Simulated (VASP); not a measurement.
# Mg6BiB (Amm2) in VASP: a series of runs, part 2 of 2

VASP 6.6.1. Earlier steps stand in the parts before.

### Step 5. Single point, PBE

This run uses another cell than the first one, of 20.52 Å³/atom.

INCAR reads:

```
SYSTEM = Mg6BiB
ALGO = Fast ; EDIFF = 1E-6
ENCUT = 520 ; GGA = PE
ISIF = 2 ; ISMEAR = -1
LASPH = .True. ; LCHARG = .True.
LELF = .True. ; LREAL = .False.
LVHAR = .True. ; LWAVE = .False.
NBANDS = 25 ; NELM = 60
PREC = Accurate ; SIGMA = 0.05
```

KPOINTS reads:

```
k-points
0
Gamma
  7 4 4
  0 0 0
```

POSCAR reads:

```
Mg6BiB
1.0
    3.8054392991      0.0000000000      0.0000000000
    0.0000000000      4.3013302770      5.0150077365
    0.0000000000     -4.3013302770      5.0150077365
Bi Mg B
1 6 1
Direct
    0.5000000000      0.3854670000      0.3854670000
    0.0000000000      0.1503870000      0.1503870000
    0.0000000000      0.6333230000      0.6333230000
    0.0000000000      0.7147320000      0.0494740000
    0.0000000000      0.0494740000      0.7147320000
    0.5000000000      0.8864940000      0.4049730000
    0.5000000000      0.4049730000      0.8864940000
    0.5000000000      0.7751590000      0.7751590000
```

Potentials or basis: VASP PAW PBE potentials, release 64 (Bi_d, Mg, B).

On the command line:

```console
cat potpaw_PBE.64/Bi_d/POTCAR potpaw_PBE.64/Mg/POTCAR potpaw_PBE.64/B/POTCAR > POTCAR
mpirun -np 1 vasp_std > vasp.out
```

OUTCAR:

```text
SYSTEM = Mg6BiB
   EDIFF = 1E-6
   ENCUT = 520
   GGA = PE
   ISIF = 2
   ISMEAR = -1
   LASPH = .True.
   LREAL = .False.
   NELM = 60
   PREC = Accurate

 ion  position               nearest neighbor table
   1  0.500  0.385  0.385-   2 3.03   2 3.03   3 3.13   3 3.13   6 3.28   7 3.28   6 3.33   7 3.33
                             4 3.44   5 3.44   4 3.44   5 3.44
   2  0.000  0.150  0.150-   6 2.93   7 2.93   6 2.93   7 2.93   1 3.03   1 3.03   5 3.05   4 3.05

   3  0.000  0.633  0.633-   8 2.38   8 2.38   6 2.82   6 2.82   7 2.82   7 2.82   4 2.88   5 2.88
                             1 3.13   1 3.13
   4  0.000  0.715  0.049-   8 2.62   8 2.62   5 2.88   3 2.88   2 3.05   7 3.10   7 3.10   6 3.35
                             6 3.35   1 3.44   1 3.44
   5  0.000  0.049  0.715-   8 2.62   8 2.62   4 2.88   3 2.88   2 3.05   6 3.10   6 3.10   7 3.35
                             7 3.35   1 3.44   1 3.44
   6  0.500  0.886  0.405-   8 2.44   3 2.82   3 2.82   2 2.93   2 2.93   5 3.10   5 3.10   1 3.28
                             1 3.33   4 3.35   4 3.35
   7  0.500  0.405  0.886-   8 2.44   3 2.82   3 2.82   2 2.93   2 2.93   4 3.10   4 3.10   1 3.28
                             1 3.33   5 3.35   5 3.35
   8  0.500  0.775  0.775-   3 2.38   3 2.38   7 2.44   6 2.44   5 2.62   4 2.62   4 2.62   5 2.62

  LATTYP: Found a base centered orthorhombic cell.
 ALAT       =     8.6026605540
 B/A-ratio  =     1.1659201720
 C/A-ratio  =     0.4423560915

  Lattice vectors:

 A1 = (   0.0000000000,   4.3013302770,  -5.0150077365)
 A2 = (   0.0000000000,   4.3013302770,   5.0150077365)
 A3 = (   3.8054392991,   0.0000000000,   0.0000000000)

Analysis of symmetry for initial positions (statically):
=====================================================================
 Subroutine PRICEL returns:
 Original cell was already a primitive cell.

 Routine SETGRP: Setting up the symmetry group for a
 base centered orthorhombic supercell.

 Subroutine GETGRP returns: Found  4 space group operations
 (whereof  4 operations were pure point group operations)
 out of a pool of  8 trial point group operations.
[... 148 lines left out ...]
  volume/ion in A,a.u.               =      20.52       138.49
  Fermi-wavevector in a.u.,A,eV,Ry     =   0.928992  1.755541 11.742195  0.863027
  Thomas-Fermi vector in A             =   2.055228
   LORBIT       =      0    0 simple, 1 ext, 2 COOP (PROOUT), +10 PAW based schemes
   GGA     = PE    functional components
   LHFCALC =     F    Hartree Fock is set to
   AEXX    =    0.0000 exact exchange contribution
   IVDW    =     0    specifies the selected vdW correction
   LEPSILON=     F    determine dielectric tensor
   LRPA    =     F    only Hartree local field effects (RPA)
 non-spin polarized calculation
 RMM-DIIS sequential band-by-band and
  energy-cutoff  :      520.00
  volume of cell :      164.18
 maximum number of plane-waves:      4441
   NGX = 15   NGY = 25   NGZ = 25

 number of electron      30.0000002 magnetization

 Free energy of the ion-electron system (eV)
  ---------------------------------------------------
  ext. energy  EPLUGINS =         0.00000000
  ---------------------------------------------------
  free energy    TOTEN  =       -18.12402033 eV

  energy without entropy =      -18.10419032  energy(sigma->0) =      -18.11410532

 E-fermi :   4.0747     XC(G=0):  -9.1677

 val. band max:        4.0664899484   @ k =   0.1429   0.5000   0.5000
 cond. band min:       4.0902490204   @ k =   0.0000   0.5000   0.5000
 fundamental gap:      0.0237590720
 Fermi energy:         4.0747334683

 k-point     1 :       0.0000    0.0000    0.0000
  band No.  band energies     occupation
      1     -18.5357      2.00000
      2     -18.5247      2.00000
      3     -18.4968      2.00000
      4     -18.4956      2.00000
      5     -18.4758      2.00000
      6      -7.4296      2.00000
[... 661 lines left out ...]
     24       8.8838      0.00000
     25       9.5958      0.00000

 [... further k-points ...]
[... 5 lines left out ...]
  --------------------------------------------------------------------------------------
  -------------------------------------------------------------------------------------
  Total        2.8878674      2.6629559      2.1682212      0.0000000      0.0000000      0.0000000
  in kB       28.1824430     25.9875517     21.1594790      0.0000000      0.0000000      0.0000000
  external PRESSURE =      25.1098246 kB  Pullay stress =       0.0000000 kB

 VOLUME and BASIS-vectors are now :
 -----------------------------------------------------------------------------
  energy-cutoff  :      520.00
  volume of cell :      164.18
      direct lattice vectors                 reciprocal lattice vectors
     3.805439299  0.000000000  0.000000000     0.262781750  0.000000000  0.000000000
     0.000000000  4.301330277  5.015007737     0.000000000  0.116243108  0.099700744
     0.000000000 -4.301330277  5.015007737     0.000000000 -0.116243108  0.099700744

 POSITION                                       TOTAL-FORCE (eV/Angst)
 -----------------------------------------------------------------------------------
      1.90272      0.00000      3.86624         0.000000      0.000000     -0.003140
      0.00000      0.00000      1.50838         0.000000      0.000000     -0.023784
      0.00000      0.00000      6.35224         0.000000      0.000000     -0.297909
      0.00000      2.86149      3.83250         0.000000     -0.133509      0.110061
      0.00000     -2.86149      3.83250         0.000000      0.133509      0.110061
      1.90272      2.07118      6.47672         0.000000      0.127788     -0.043677
      1.90272     -2.07118      6.47672         0.000000     -0.127788     -0.043677
      1.90272      0.00000      7.77486         0.000000      0.000000      0.192066
 -----------------------------------------------------------------------------------
    total drift:                                0.000000     -0.000000     -0.000412

  FREE ENERGIE OF THE ION-ELECTRON SYSTEM (eV)
  ---------------------------------------------------
  free  energy   TOTEN  =       -18.1240203303 eV

  energy  without entropy=      -18.1041903173  energy(sigma->0) =      -18.11410532
```

Run time: 72 s. Hardware: 1 thread of Oxide Virtual Turin-like, shared host; peak memory 0.28 GiB.

What came out:

```yaml
Free_energy: -18.1240 eV
Pressure: 2.5 GPa
Largest_force: 0.298 eV/Å
Band_gap_on_the_k_mesh: zero (bands 15 and 16 overlap by 1.54 eV)
```

Forces in eV/Å, atoms in the order of the input:
```
Bi   0.000  0.000 -0.003
Mg   0.000  0.000 -0.024
Mg   0.000  0.000 -0.298
Mg   0.000 -0.134  0.110
Mg   0.000  0.134  0.110
Mg   0.000  0.128 -0.044
Mg   0.000 -0.128 -0.044
B    0.000  0.000  0.192
```

Stress tensor (GPa, compression positive):
```
2.82 0.00 0.00
0.00 2.60 0.00
0.00 0.00 2.12
```

Caveat: spin-orbit coupling is left out, which moves the levels of the heavy elements.

### Step 6. Single point, PBE

This run uses another cell than the first one, of 20.96 Å³/atom.

INCAR reads:

```
SYSTEM = Mg6BiB
PREC     = Accurate       ! precision mode
ENCUT    = 520            ! plane-wave cutoff, eV
EDIFF    = 1E-7           ! SCF threshold, eV
ISMEAR   = -1             ! smearing method
SIGMA    = 0.05           ! smearing width, eV
LREAL    = .False.        ! projectors in reciprocal space
LASPH    = .True.         ! aspherical terms in the spheres
NELM     = 60             ! most SCF steps
ALGO     = Normal         ! electronic algorithm
ISIF     = 2              ! what is computed and relaxed
LWAVE    = .False.        ! write WAVECAR
LCHARG   = .False.        ! write CHGCAR
GGA      = PE             ! functional
NBANDS   = 25             ! bands
```

KPOINTS reads:

```
regular mesh
0
Gamma
  7 4 4
  0 0 0
```

POSCAR, as its differences from that of step 5:

```diff
@@ -2,5 +2,5 @@
 1.0
-    3.8054392991      0.0000000000      0.0000000000
-    0.0000000000      4.3013302770      5.0150077365
-    0.0000000000     -4.3013302770      5.0150077365
+    3.8322390504      0.0000000000      0.0000000000
+    0.0000000000      4.3316223334      5.0503258561
+    0.0000000000     -4.3316223334      5.0503258561
 Bi Mg B
```

Potentials or basis: VASP PAW PBE potentials, release 64 (Bi_d, Mg, B).

On the command line:

```console
cat potpaw_PBE.64/Bi_d/POTCAR potpaw_PBE.64/Mg/POTCAR potpaw_PBE.64/B/POTCAR > POTCAR
mpirun -np 1 vasp_std > vasp.out
```

Wall time 64 s (1 thread of Oxide Virtual Turin-like, shared host); peak memory 0.29 GiB.

The run converged. Its results:

```
Free energy            : -18.1669 eV
Pressure               : 1.4 GPa
Largest force          : 0.240 eV/Å
Band gap on the k mesh : zero (bands 15 and 16 overlap by 1.52 eV)
```

Forces in eV/Å, atoms in the order of the input:
```
Bi   0.000  0.000 -0.019
Mg   0.000  0.000 -0.004
Mg   0.000  0.000 -0.240
Mg   0.000 -0.097  0.085
Mg   0.000  0.097  0.085
Mg   0.000  0.094 -0.016
Mg   0.000 -0.094 -0.016
B    0.000  0.000  0.124
```

Stress tensor (GPa, compression positive):
```
1.66 0.00 0.00
0.00 1.53 0.00
0.00 0.00 1.02
```

Levels at points of the mesh, in eV from the Fermi level:
```csv
k point,band 11,band 12,band 13,band 14,band 15,band 16,band 17,band 18,band 19,band 20
"(0.00, 0.00, 0.00)",-3.14,-2.41,-1.18,-0.22,0.14,1.02,2.68,3.55,3.82,4.22
"(0.00, 0.50, 0.00)",-3.18,-1.04,-0.38,-0.06,0.40,0.81,1.13,2.57,2.99,4.04
"(0.00, 0.50, 0.50)",-1.53,-1.24,-0.04,0.02,0.50,0.85,0.96,1.04,1.87,3.35
```

Caveat: spin-orbit coupling is left out, which moves the levels of the heavy elements.

### Step 7. Summary

| cell | gap on the mesh (eV) | pressure (GPa) | largest force (eV/Å) |
| --- | --- | --- | --- |
| a = 3.910, b = 6.789, c = 6.789 Å, angles 81.2, 90.0, 90.0°, 8 atoms | none | -1.3 | 0.09 |
| a = 3.936, b = 6.833, c = 6.833 Å, angles 81.2, 90.0, 90.0°, 8 atoms | none | -2.1 | 0.10 |
| a = 3.961, b = 6.877, c = 6.877 Å, angles 81.2, 90.0, 90.0°, 8 atoms | none | -2.7 | 0.14 |
| a = 3.805, b = 6.607, c = 6.607 Å, angles 81.2, 90.0, 90.0°, 8 atoms | none | 2.5 | 0.30 |
| a = 3.832, b = 6.653, c = 6.653 Å, angles 81.2, 90.0, 90.0°, 8 atoms | none | 1.4 | 0.24 |

Alike in all rows: task single point; level PBE; potentials or basis VASP PAW PBE potentials, release 64 (Bi_d, Mg, B); no spin polarisation; k mesh 7 × 4 × 4; cutoff (eV) 520; smearing fermi-dirac 0.05 eV.

Caveats: spin-orbit coupling is left out, which moves the levels of the heavy elements.

Total energies depend on the potentials used, so only differences within one code and one set of settings carry meaning.

The gap in the log of VASP goes by the Fermi energy; the results here count the filled bands.